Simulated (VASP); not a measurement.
# TiAl in VASP: notebook, part 2 of 2

VASP 6.6.1.

**3. Single point, PBEsol (normal strain along x +0.0000, normal strain along y +0.0367)**

The input, INCAR:

```
ALGO     = Normal         # electronic algorithm
EDIFF    = 1E-7           # SCF threshold, eV
ENCUT    = 520            # plane-wave cutoff, eV
GGA      = PS             # functional
ISIF     = 2              # what is computed and relaxed
ISMEAR   = 0              # smearing method
LASPH    = T              # aspherical terms in the spheres
LCHARG   = T              # write CHGCAR
LELF     = T              # ELF
LREAL    = F              # projectors in reciprocal space
LVHAR    = T            
LWAVE    = F              # write WAVECAR
NBANDS   = 14             # bands
NELM     = 60             # most SCF steps
PREC     = Accurate       # precision mode
SIGMA    = 0.15           # smearing width, eV
```

The input, KPOINTS:

```
k-points
0
Gamma
  14 14 14
```

The input, POSCAR:

```
TiAl
1.0
    3.1560751060      0.0000000000      0.0000000000
    0.0000000000      3.2719030624      0.0000000000
    0.0000000000      0.0000000000      3.1560751060
Ti Al
1 1
Direct
    0.0000000000      0.0000000000      0.0000000000
    0.5000000000      0.5000000000      0.5000000000
```

Potentials or basis: VASP PAW PBE potentials, release 64 (Ti_sv, Al).

Started as:

```sh
> cat potpaw_PBE.64/Ti_sv/POTCAR potpaw_PBE.64/Al/POTCAR > POTCAR
> mpirun -np 1 vasp_std > vasp.out
```

Wall time 34 s (1 thread of Intel Xeon 6975P-C (Granite Rapids), shared host); peak memory 0.24 GiB.

Results (log left out):

```yaml
Free_energy: -12.9743 eV
Pressure: -3.9 GPa
Band_gap_on_the_k_mesh: zero (an odd number of electrons rules out a gap without spin polarisation)
```

Stress tensor (GPa, compression positive):
```
-4.74  0.00  0.00
 0.00 -2.08  0.00
 0.00  0.00 -4.74
```

Levels at points of the mesh, in eV from the Fermi level:
```csv
k point,band 5,band 6,band 7,band 8,band 9,band 10
"(0.00, 0.00, 0.00)",-9.18,-1.44,-1.35,1.72,1.72,1.89
"(0.50, 0.00, 0.00)",-5.87,-5.11,-0.49,-0.12,0.29,1.94
"(0.00, 0.50, 0.00)",-6.20,-5.19,-0.58,0.27,0.27,2.05
"(0.50, 0.50, 0.00)",-5.03,-2.22,-2.03,-1.47,0.75,0.82
"(0.50, 0.00, 0.50)",-4.80,-1.95,-1.95,-1.39,0.52,0.52
"(0.50, 0.50, 0.50)",-3.04,-3.04,-3.03,0.60,2.69,2.79
```

Caveat: the cell differs from its parent crystal (normal strain along x +0.0000, normal strain along y +0.0367); the cell stands under tension; the PAW data sets were made with another functional, which shifts forces and pressure a little.

**4. Single point, PBEsol (normal strain along x +0.0000, normal strain along y +0.0733)**

The input, INCAR:

```
SYSTEM = TiAl
PREC = Accurate
ENCUT = 520
EDIFF = 1E-6
ISMEAR = 0
SIGMA = 0.15
LREAL = .False.
LASPH = .True.
NELM = 100
ALGO = Normal
ISIF = 2
LWAVE = .False.
LCHARG = .False.
GGA = PS
NBANDS = 14
```

The input, KPOINTS:

```
Automatic mesh
0
Gamma
  14 14 14
  0 0 0
```

POSCAR, as its differences from that of step 3:

```diff
@@ -3,3 +3,3 @@
     3.1560751060      0.0000000000      0.0000000000
-    0.0000000000      3.2719030624      0.0000000000
+    0.0000000000      3.3874154113      0.0000000000
     0.0000000000      0.0000000000      3.1560751060
```

Started as:

```sh
> cat potpaw_PBE.64/Ti_sv/POTCAR potpaw_PBE.64/Al/POTCAR > POTCAR
> mpirun -np 1 vasp_std > vasp.out
```

It took 33 s on 1 thread of Intel Xeon 6975P-C (Granite Rapids), shared host; peak memory 0.25 GiB.

Results (log left out):

| Item | Value |
| --- | --- |
| Free energy | -12.9539 eV |
| Pressure | -7.1 GPa |
| Band gap on the k mesh | zero (an odd number of electrons rules out a gap without spin polarisation) |

Stress tensor (GPa, compression positive):
```
-8.85  0.00  0.00
 0.00 -3.68  0.00
 0.00  0.00 -8.85
```

Levels at points of the mesh, in eV from the Fermi level:
| k point | band 3 | band 4 | band 5 | band 6 | band 7 | band 8 | band 9 | band 10 | band 11 | band 12 |
| --- | --- | --- | --- | --- | --- | --- | --- | --- | --- | --- |
| (0.00, 0.00, 0.00) | -32.99 | -32.99 | -9.00 | -1.38 | -1.20 | 1.64 | 1.64 | 1.95 | 3.06 | 4.87 |
| (0.50, 0.00, 0.00) | -33.06 | -32.97 | -5.68 | -4.95 | -0.42 | -0.32 | 0.44 | 1.86 | 3.10 | 6.40 |
| (0.00, 0.50, 0.00) | -32.98 | -32.98 | -6.31 | -5.10 | -0.56 | 0.40 | 0.40 | 2.07 | 2.35 | 6.61 |
| (0.50, 0.50, 0.00) | -33.14 | -32.97 | -4.96 | -2.31 | -1.94 | -1.42 | 0.82 | 0.95 | 2.44 | 4.32 |
| (0.50, 0.00, 0.50) | -33.14 | -33.04 | -4.52 | -1.79 | -1.79 | -1.26 | 0.39 | 0.39 | 2.82 | 4.52 |
| (0.50, 0.50, 0.50) | -33.13 | -33.12 | -2.89 | -2.89 | -2.87 | 0.46 | 2.50 | 2.67 | 2.85 | 2.93 |

Caveat: the cell differs from its parent crystal (normal strain along x +0.0000, normal strain along y +0.0733); the cell stands under tension; the PAW data sets were made with another functional, which shifts forces and pressure a little.

**5. Single point, PBEsol (normal strain along x +0.0367, normal strain along y +0.0367)**

The input, INCAR:

```
SYSTEM = TiAl
PREC = Accurate
ENCUT = 520
EDIFF = 1E-6
ISMEAR = 0
SIGMA = 0.15
LREAL = .FALSE.
LASPH = .TRUE.
NELM = 60
ALGO = Normal
ISIF = 2
LWAVE = .FALSE.
LCHARG = .FALSE.
GGA = PS
NBANDS = 14
```

The input, KPOINTS:

```
Automatic mesh
0
G
  14 14 14
  0 0 0
```

The input, POSCAR:

```
TiAl
1.0
    3.2719030624      0.0000000000      0.0000000000
    0.0000000000      3.2719030624      0.0000000000
    0.0000000000      0.0000000000      3.1560751060
Ti Al
1 1
Direct
    0.0000000000      0.0000000000      0.0000000000
    0.5000000000      0.5000000000      0.5000000000
```

Potentials or basis: VASP PAW PBE potentials, release 64 (Ti_sv, Al).

Started as:

```sh
> cat potpaw_PBE.64/Ti_sv/POTCAR potpaw_PBE.64/Al/POTCAR > POTCAR
> mpirun -np 1 vasp_std > vasp.out
```

OUTCAR:

```text
SYSTEM = TiAl
   PREC = Accurate
   ENCUT = 520
   EDIFF = 1E-6
   ISMEAR = 0
   LREAL = .FALSE.
   LASPH = .TRUE.
   NELM = 60
   ISIF = 2
   GGA = PS

 ion  position               nearest neighbor table
   1  0.000  0.000  0.000-   2 2.80   2 2.80   2 2.80   2 2.80   2 2.80   2 2.80   2 2.80   2 2.80

   2  0.500  0.500  0.500-   1 2.80   1 2.80   1 2.80   1 2.80   1 2.80   1 2.80   1 2.80   1 2.80

  LATTYP: Found a simple tetragonal cell.
 ALAT       =     3.2719030624
 C/A-ratio  =     0.9645992090

  Lattice vectors:

 A1 = (   3.2719030624,   0.0000000000,   0.0000000000)
 A2 = (   0.0000000000,   3.2719030624,   0.0000000000)
 A3 = (   0.0000000000,   0.0000000000,   3.1560751060)

Analysis of symmetry for initial positions (statically):
=====================================================================
 Subroutine PRICEL returns:
 Original cell was already a primitive cell.

 Routine SETGRP: Setting up the symmetry group for a
 simple tetragonal supercell.

 Subroutine GETGRP returns: Found 16 space group operations
 (whereof 16 operations were pure point group operations)
 out of a pool of 16 trial point group operations.

[... 177 lines left out ...]
      7       6.8689      2.00000
      8       9.7195      0.00000
      9       9.8968      0.00000
     10       9.8968      0.00000
     11      12.0272      0.00000
     12      12.0272      0.00000
     13      12.9916      0.00000
     14      16.6651      0.00000
[... 377 lines left out ...]
      1     -48.5947      2.00000
      2     -25.0253      2.00000
      3     -24.9660      2.00000
      4     -24.8652      2.00000
      5       1.4600      2.00000
      6       4.9811      2.00000
      7       6.9462      2.00000
      8       7.9980      1.83752
      9       8.8727      0.00000
     10       9.5468      0.00000
     11      10.8061      0.00000
     12      12.7272      0.00000
     13      15.3380      0.00000
     14      16.3585      0.00000

 [... further k-points ...]

------------------------ aborting loop because EDIFF is reached ----------------------------------------

  FORCE on cell =-STRESS in cart. coord.  units (eV):
  Direction    XX          YY          ZZ          XY          YZ          ZX
  --------------------------------------------------------------------------------------
  -------------------------------------------------------------------------------------
  Total       -1.4563857     -1.4563857     -1.7440229      0.0000000      0.0000000      0.0000000
  in kB      -69.0619444    -69.0619444    -82.7017290      0.0000000      0.0000000      0.0000000
  external PRESSURE =     -73.6085393 kB  Pullay stress =       0.0000000 kB

 VOLUME and BASIS-vectors are now :
 -----------------------------------------------------------------------------
  energy-cutoff  :      520.00
  volume of cell :       33.79
      direct lattice vectors                 reciprocal lattice vectors
     3.271903062  0.000000000  0.000000000     0.305632527  0.000000000  0.000000000
     0.000000000  3.271903062  0.000000000     0.000000000  0.305632527  0.000000000
     0.000000000  0.000000000  3.156075106     0.000000000  0.000000000  0.316849240

 POSITION                                       TOTAL-FORCE (eV/Angst)
 -----------------------------------------------------------------------------------
      0.00000      0.00000      0.00000         0.000000      0.000000      0.000000
      1.63595      1.63595      1.57804         0.000000      0.000000      0.000000
 -----------------------------------------------------------------------------------
    total drift:                                0.000000      0.000000      0.000000

  FREE ENERGIE OF THE ION-ELECTRON SYSTEM (eV)
  ---------------------------------------------------
  free  energy   TOTEN  =       -12.9303213381 eV

  energy  without entropy=      -12.9007524538  energy(sigma->0) =      -12.91553690
```

Wall time 24 s (1 thread of Intel Xeon 6975P-C (Granite Rapids), shared host); peak memory 0.25 GiB.

Results:

- Free energy: -12.9303 eV
- Pressure: -7.4 GPa
- Band gap on the k mesh: zero (an odd number of electrons rules out a gap without spin polarisation)

Caveat: the cell differs from its parent crystal (normal strain along x +0.0367, normal strain along y +0.0367); the cell stands under tension; the PAW data sets were made with another functional, which shifts forces and pressure a little.

**6. Summary**

```csv
cell,gap on the mesh (eV),pressure (GPa)
"a = 2.925, b = 3.040, c = 3.156 Å, 2 atoms",none,17.0
"a = 3.156, b = 3.272 Å, 2 atoms",none,-3.9
"a = 3.156, b = 3.387 Å, 2 atoms",none,-7.1
"a = 3.272, b = 3.272, c = 3.156 Å, 2 atoms",none,-7.4
```

Alike in all rows: task single point; level PBEsol; potentials or basis VASP PAW PBE potentials, release 64 (Ti_sv, Al); no spin polarisation; k mesh 14 × 14 × 14; cutoff (eV) 520; smearing gaussian 0.15 eV.

Caveats: the PAW data sets were made with another functional, which shifts forces and pressure a little; the cell stands under tension (at least some runs); the cell stands under pressure (at least some runs).

Absolute energies hang on the potentials; compare differences alone.
